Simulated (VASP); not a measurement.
# Te2Mo (P6_3/mmc) in VASP: notebook

Runs on Te2Mo. Level: r2SCAN. Tasks: single point.

Everything below comes from runs of VASP 6.6.1. Logs are shortened: lines on timing, memory, paths and dates and some standing lists are left out, and cuts for length are marked.

### Step 1. The cell of the first run

It takes space group P6_3/mmc (No. 194, hexagonal). The conventional cell has a = 3.563 Å, b = 3.563 Å, c = 14.437 Å, α = 90.00°, β = 90.00°, γ = 120.00°. Within 3.6 Å of Te (site symmetry 3m) lie 3 Mo at 2.73 Å and 7 Te at 3.56 to 3.57 Å. Within 3.6 Å of Mo (site symmetry -6m2) lie 6 Te at 2.73 Å and 6 Mo at 3.56 Å.

### Step 2. Single point, r2SCAN

The input, POSCAR:

```
Te2Mo
1.0
    3.5632533183      0.0000000000      0.0000000000
   -1.7816266592      3.0858678938      0.0000000000
    0.0000000000      0.0000000000     14.4372483584
Te Mo
4 2
Direct
    0.3333333333      0.6666666667      0.6261921875
    0.6666666667      0.3333333333      0.1261921875
    0.6666666667      0.3333333333      0.3738078125
    0.3333333333      0.6666666667      0.8738078125
    0.3333333333      0.6666666667      0.2500000000
    0.6666666667      0.3333333333      0.7500000000
```

The input, INCAR.step1:

```
SYSTEM = Te2Mo
  PREC = Accurate
  ENCUT = 520
  ISMEAR = 0
  SIGMA = 0.02
  LREAL = .FALSE.
  LASPH = .TRUE.
  NELM = 100
  NBANDS = 35
  GGA = PE
  ALGO = Normal
  EDIFF = 1E-4
  LWAVE = .TRUE.
  LCHARG = .FALSE.
```

The input, INCAR.step2:

```
SYSTEM = Te2Mo
  PREC = Accurate
  ENCUT = 520
  EDIFF = 1E-6
  ISMEAR = 0
  SIGMA = 0.02
  LREAL = .FALSE.
  LASPH = .TRUE.
  NELM = 100
  ALGO = Normal
  ISIF = 2
  LWAVE = .FALSE.
  LCHARG = .FALSE.
  METAGGA = R2SCAN
  LMIXTAU = .TRUE.
  NBANDS = 35
  ISTART = 1
```

The input, KPOINTS:

```
regular mesh
0
G
  12 12 2
  0 0 0
```

Potentials or basis: VASP PAW PBE potentials, release 64 (Te, Mo_sv).

Command:

```sh
$ cat potpaw_PBE.64/Te/POTCAR potpaw_PBE.64/Mo_sv/POTCAR > POTCAR
$ cp INCAR.step1 INCAR
$ mpirun -np 1 vasp_std > vasp.out
$ cp INCAR.step2 INCAR
$ mpirun -np 1 vasp_std > vasp.out
```

OUTCAR:

```text
SYSTEM = Te2Mo
   PREC = Accurate
   ENCUT = 520
   EDIFF = 1E-6
   ISMEAR = 0
   LREAL = .FALSE.
   LASPH = .TRUE.
   NELM = 100
   ISIF = 2
   METAGGA = R2SCAN
   ISTART = 1

 ion  position               nearest neighbor table
   1  0.333  0.667  0.626-   6 2.73   6 2.73   6 2.73   4 3.57
   2  0.667  0.333  0.126-   5 2.73   5 2.73   5 2.73   3 3.57
   3  0.667  0.333  0.374-   5 2.73   5 2.73   5 2.73   2 3.57
   4  0.333  0.667  0.874-   6 2.73   6 2.73   6 2.73   1 3.57
   5  0.333  0.667  0.250-   2 2.73   3 2.73   2 2.73   3 2.73   2 2.73   3 2.73
   6  0.667  0.333  0.750-   1 2.73   4 2.73   1 2.73   4 2.73   1 2.73   4 2.73

  LATTYP: Found a hexagonal cell.
 ALAT       =     3.5632533183
 C/A-ratio  =     4.0517041784

  Lattice vectors:

 A1 = (   3.5632533183,   0.0000000000,   0.0000000000)
 A2 = (  -1.7816266592,   3.0858678938,   0.0000000000)
 A3 = (   0.0000000000,   0.0000000000,  14.4372483584)

Analysis of symmetry for initial positions (statically):
=====================================================================
 Subroutine PRICEL returns:
 Original cell was already a primitive cell.

 Routine SETGRP: Setting up the symmetry group for a
 hexagonal supercell.

 Subroutine GETGRP returns: Found 24 space group operations
 (whereof 12 operations were pure point group operations)
 out of a pool of 24 trial point group operations.

The static configuration has the point symmetry D_3d.
 The point group associated with its full space group is D_6h.

Analysis of symmetry for dynamics (positions and initial velocities):
=====================================================================
 Subroutine PRICEL returns:
 Original cell was already a primitive cell.

 Routine SETGRP: Setting up the symmetry group for a
 hexagonal supercell.

 Subroutine GETGRP returns: Found 24 space group operations
 (whereof 12 operations were pure point group operations)
 out of a pool of 24 trial point group operations.

The dynamic configuration has the point symmetry D_3d.
 The point group associated with its full space group is D_6h.

 Subroutine INISYM returns: Found 24 space group operations
 (whereof 12 operations are pure point group operations),
 and found     1 'primitive' translations

----------------------------------------------------------------------------------------

                                     Primitive cell

  volume of cell :     158.7481

  direct lattice vectors                    reciprocal lattice vectors
     3.563253318  0.000000000  0.000000000     0.280642410  0.162028971  0.000000000
    -1.781626659  3.085867894  0.000000000     0.000000000  0.324057942  0.000000000
     0.000000000  0.000000000 14.437248358     0.000000000  0.000000000  0.069265277

  length of vectors
     3.563253318  3.563253318 14.437248358     0.324057942  0.324057942  0.069265277

  position of ions in fractional coordinates (direct lattice)
     0.333333333  0.666666667  0.626192188
     0.666666667  0.333333333  0.126192188
     0.666666667  0.333333333  0.373807812
     0.333333333  0.666666667  0.873807812
     0.333333333  0.666666667  0.250000000
     0.666666667  0.333333333  0.750000000

  ion indices of the primitive-cell ions
   primitive index   ion index
                 1           1
                 2           2
                 3           3
                 4           4
                 5           5
                 6           6

----------------------------------------------------------------------------------------

 KPOINTS: regular mesh

Automatic generation of k-mesh.
 Grid dimensions read from file:
 generate k-points for:   12   12    2

 Generating k-lattice:

  Cartesian coordinates                     Fractional coordinates (reciprocal lattice)
     0.023386868  0.013502414  0.000000000     0.083333333  0.000000000  0.000000000
     0.000000000  0.027004829  0.000000000     0.000000000  0.083333333  0.000000000
     0.000000000  0.000000000  0.034632638     0.000000000  0.000000000  0.500000000

  Length of vectors
     0.027004829  0.027004829  0.034632638

  Shift w.r.t. Gamma in fractional coordinates (k-lattice)
     0.000000000  0.000000000  0.000000000

 Subroutine IBZKPT returns following result:
 ===========================================

 Found     38 irreducible k-points:

 Following reciprocal coordinates:
            Coordinates               Weight
  0.000000  0.000000  0.000000      1.000000
  0.083333  0.000000  0.000000      6.000000
  0.166667 -0.000000  0.000000      6.000000
  0.250000  0.000000  0.000000      6.000000
  0.333333  0.000000  0.000000      6.000000
  0.416667  0.000000  0.000000      6.000000
[... 16 lines left out ...]
  0.250000  0.000000  0.500000      6.000000
  0.333333  0.000000  0.500000      6.000000
 [... further k-points ...]
   k-points           NKPTS =     38   k-points in BZ     NKDIM =     38   number of bands    NBANDS=     35
   number of dos      NEDOS =    301   number of ions     NIONS =      6
   total plane-waves  NPLWV =  84672
   dimension x,y,z NGX =    28 NGY =   28 NGZ =  108
   dimension x,y,z NGXF=    56 NGYF=   56 NGZF=  216
   ions per type =               4   2
   NGX,Y,Z   is equivalent  to a cutoff of  13.06, 13.06, 12.44 a.u.
   NGXF,Y,Z  is equivalent  to a cutoff of  26.13, 26.13, 24.87 a.u.
 SYSTEM =  Te2Mo
   PREC   = accura    normal or accurate (medium, high low for compatibility)
   ISTART =      1    job   : 0-new  1-cont  2-samecut
   ICHARG =      0    charge: 1-file 2-atom 10-const
   ISPIN  =      1    spin polarized calculation?
   LNONCOLLINEAR =      F non collinear calculations
   LSORBIT =      F    spin-orbit coupling
   LASPH  =      T    aspherical Exc in radial PAW
   ENCUT  =  520.0 eV  38.22 Ry    6.18 a.u.   6.63  6.63 26.84*2*pi/ulx,y,z
   NELM   =    100;   NELMIN=  2; NELMDL=  0     # of ELM steps
   EDIFF  = 0.1E-05   stopping-criterion for ELM
   LREAL  =      F    real-space projection
   EDIFFG = 0.1E-04   stopping-criterion for IOM
   NSW    =      0    number of steps for IOM
   IBRION =     -1    ionic relax: 0-MD 1-quasi-New 2-CG
   NFREE  =      0    steps in history (QN), initial steepest desc. (CG)
   ISIF   =      2    stress and relaxation
   ISYM   =      2    0-nonsym 1-usesym 2-fastsym
   POTIM  = 0.5000    time-step for ionic-motion
   TEBEG  =    0.0;   TEEND  =   0.0 temperature during run
   PSTRESS=    0.0 pullay stress
   NELECT =      52.0000    total number of electrons
   NUPDOWN=      -1.0000    fix difference up-down
   EMIN   =  10.00;   EMAX   =-10.00  energy-range for DOS
   EFERMI =   0.00;   METHOD = LEGACY
   ISMEAR =     0;   SIGMA  =   0.02  broadening in eV -4-tet -1-fermi 0-gaus
   EFERMI_NEDOS =   21; number of points for ismear=-14 and -15
   IALGO  =     38    algorithm
   IMIX   =      4    mixing-type and parameters
     AMIX     =   0.40;   BMIX     =  1.00
     AMIX_MAG =   1.60;   BMIX_MAG =  1.00
  volume/ion in A,a.u.               =      26.46       178.55
  Fermi-wavevector in a.u.,A,eV,Ry     =   1.128513  2.132580 17.327577  1.273541
  Thomas-Fermi vector in A             =   2.265203
   LORBIT       =      0    0 simple, 1 ext, 2 COOP (PROOUT), +10 PAW based schemes
   METAGGA = R2SCAN    functional components
   LHFCALC =     F    Hartree Fock is set to
   AEXX    =    0.0000 exact exchange contribution
   IVDW    =     0    specifies the selected vdW correction
   LEPSILON=     F    determine dielectric tensor
   LRPA    =     F    only Hartree local field effects (RPA)
 non-spin polarized calculation
 Gauss-broadening in eV      SIGMA  =   0.02
  energy-cutoff  :      520.00
  volume of cell :      158.75
 maximum number of plane-waves:      4325
 NGX is ok and might be reduce to    28
   NGX = 13   NGY = 13   NGZ = 53

 number of electron      52.0000004 magnetization

 Free energy of the ion-electron system (eV)
  ---------------------------------------------------
  ext. energy  EPLUGINS =         0.00000000
  ---------------------------------------------------
  free energy    TOTEN  =      -155.66119993 eV

  energy without entropy =     -155.66119993  energy(sigma->0) =     -155.66119993

 E-fermi :   7.4250     XC(G=0): -10.6587

 val. band max:        7.2825695298   @ k =   0.0000   0.0000   0.0000
 cond. band min:       8.2595591656   @ k =   0.3333   0.3333   0.0000
 fundamental gap:      0.9769896358
 Fermi energy:         7.4249818854

 k-point     1 :       0.0000    0.0000    0.0000
  band No.  band energies     occupation
      1     -55.4891      2.00000
      2     -55.4891      2.00000
      3     -28.9075      2.00000
      4     -28.9075      2.00000
      5     -28.8215      2.00000
      6     -28.8215      2.00000
[... 27 lines left out ...]
     34      10.6892      0.00000
     35      13.3161      0.00000

 k-point     2 :       0.0833    0.0000    0.0000
  band No.  band energies     occupation
      1     -55.4885      2.00000
      2     -55.4885      2.00000
      3     -28.9056      2.00000
      4     -28.9056      2.00000
      5     -28.8299      2.00000
      6     -28.8299      2.00000
[... 27 lines left out ...]
     34      10.4912      0.00000
     35      13.7082      0.00000

 k-point     3 :       0.1667   -0.0000    0.0000
  band No.  band energies     occupation
      1     -55.4868      2.00000
      2     -55.4868      2.00000
      3     -28.9004      2.00000
      4     -28.9004      2.00000
      5     -28.8529      2.00000
      6     -28.8529      2.00000
[... 27 lines left out ...]
     34      10.6952      0.00000
     35      13.9719      0.00000

 k-point     4 :       0.2500    0.0000    0.0000
  band No.  band energies     occupation
      1     -55.4844      2.00000
      2     -55.4844      2.00000
      3     -28.8933      2.00000
      4     -28.8933      2.00000
      5     -28.8841      2.00000
      6     -28.8841      2.00000
[... 27 lines left out ...]
     34      10.9323      0.00000
     35      13.9337      0.00000

 k-point     5 :       0.3333    0.0000    0.0000
  band No.  band energies     occupation
      1     -55.4821      2.00000
      2     -55.4821      2.00000
      3     -28.9151      2.00000
      4     -28.9151      2.00000
      5     -28.8861      2.00000
      6     -28.8861      2.00000
[... 638 lines left out ...]
 k-point    22 :       0.1667   -0.0000    0.5000
  band No.  band energies     occupation
      1     -55.4868      2.00000
      2     -55.4868      2.00000
      3     -28.9004      2.00000
      4     -28.9004      2.00000
      5     -28.8529      2.00000
      6     -28.8529      2.00000
[... 27 lines left out ...]
     34      10.6053      0.00000
     35      14.4924      0.00000

 k-point    23 :       0.2500    0.0000    0.5000
  band No.  band energies     occupation
      1     -55.4844      2.00000
      2     -55.4844      2.00000
      3     -28.8933      2.00000
      4     -28.8933      2.00000
      5     -28.8841      2.00000
      6     -28.8841      2.00000
[... 27 lines left out ...]
     34      10.7913      0.00000
     35      13.9340      0.00000

 k-point    24 :       0.3333    0.0000    0.5000
  band No.  band energies     occupation
      1     -55.4821      2.00000
      2     -55.4821      2.00000
      3     -28.9151      2.00000
      4     -28.9151      2.00000
      5     -28.8861      2.00000
      6     -28.8861      2.00000
[... 27 lines left out ...]
     34      10.9105      0.00000
     35      12.9319      0.00000

 [... further k-points ...]

------------------------ aborting loop because EDIFF is reached ----------------------------------------

  FORCE on cell =-STRESS in cart. coord.  units (eV):
  Direction    XX          YY          ZZ          XY          YZ          ZX
  --------------------------------------------------------------------------------------
  -------------------------------------------------------------------------------------
  Total        0.2404029      0.2404029      0.7042133     -0.0000000     -0.0000000      0.0000000
  in kB        2.4262853      2.4262853      7.1073274     -0.0000000     -0.0000000      0.0000000
  external PRESSURE =       3.9866327 kB  Pullay stress =       0.0000000 kB

 VOLUME and BASIS-vectors are now :
 -----------------------------------------------------------------------------
  energy-cutoff  :      520.00
  volume of cell :      158.75
      direct lattice vectors                 reciprocal lattice vectors
     3.563253318  0.000000000  0.000000000     0.280642410  0.162028971  0.000000000
    -1.781626659  3.085867894  0.000000000     0.000000000  0.324057942  0.000000000
     0.000000000  0.000000000 14.437248358     0.000000000  0.000000000  0.069265277

 POSITION                                       TOTAL-FORCE (eV/Angst)
 -----------------------------------------------------------------------------------
     -0.00000      2.05725      9.04049         0.000000      0.000000     -0.030758
      1.78163      1.02862      1.82187         0.000000      0.000000     -0.030758
      1.78163      1.02862      5.39676         0.000000     -0.000000      0.030758
     -0.00000      2.05725     12.61538         0.000000     -0.000000      0.030758
     -0.00000      2.05725      3.60931         0.000000     -0.000000      0.000000
      1.78163      1.02862     10.82794        -0.000000     -0.000000      0.000000
 -----------------------------------------------------------------------------------
    total drift:                               -0.000000      0.000000     -0.000000

  FREE ENERGIE OF THE ION-ELECTRON SYSTEM (eV)
  ---------------------------------------------------
  free  energy   TOTEN  =      -155.6611999272 eV

  energy  without entropy=     -155.6611999272  energy(sigma->0) =     -155.66119993
```

Run time: 25 min. Hardware: 1 thread of Intel Xeon 8259CL, shared host; peak memory 0.42 GiB.

What came out:

| Property | Result |
| --- | --- |
| Free energy | -155.6612 eV |
| Pressure | 0.4 GPa |
| Largest force | 0.031 eV/Å |
| Band gap on the k mesh | 0.98 eV (least direct gap 1.05 eV) |

Forces on the atoms (eV/Å):
```
Te   0.000  0.000 -0.031
Te   0.000  0.000 -0.031
Te   0.000  0.000  0.031
Te   0.000  0.000  0.031
Mo   0.000  0.000  0.000
Mo   0.000  0.000  0.000
```

Levels at points of the mesh, in eV from the valence-band top:
| k point | band 22 | band 23 | band 24 | band 25 | band 26 | band 27 | band 28 | band 29 | band 30 | band 31 |
| --- | --- | --- | --- | --- | --- | --- | --- | --- | --- | --- |
| (0.00, 0.00, 0.00) | -1.15 | -1.15 | -0.87 | -0.60 | 0.00 | 2.97 | 2.97 | 3.05 | 3.05 | 3.24 |
| (0.50, 0.00, 0.00) | -1.82 | -0.94 | -0.90 | -0.72 | -0.54 | 1.30 | 1.34 | 1.59 | 1.81 | 2.93 |
| (0.00, 0.00, 0.50) | -1.16 | -1.16 | -1.16 | -0.13 | -0.13 | 3.00 | 3.00 | 3.00 | 3.00 | 3.34 |
| (0.50, 0.00, 0.50) | -1.88 | -0.91 | -0.91 | -0.63 | -0.63 | 1.32 | 1.32 | 1.71 | 1.71 | 3.31 |

Caveat: the PAW data sets were made with another functional, which shifts forces and pressure a little; spin-orbit coupling is left out, which moves the levels of the heavy elements. A k mesh can miss the band edges.

(Part 1 of 3 ends here.)
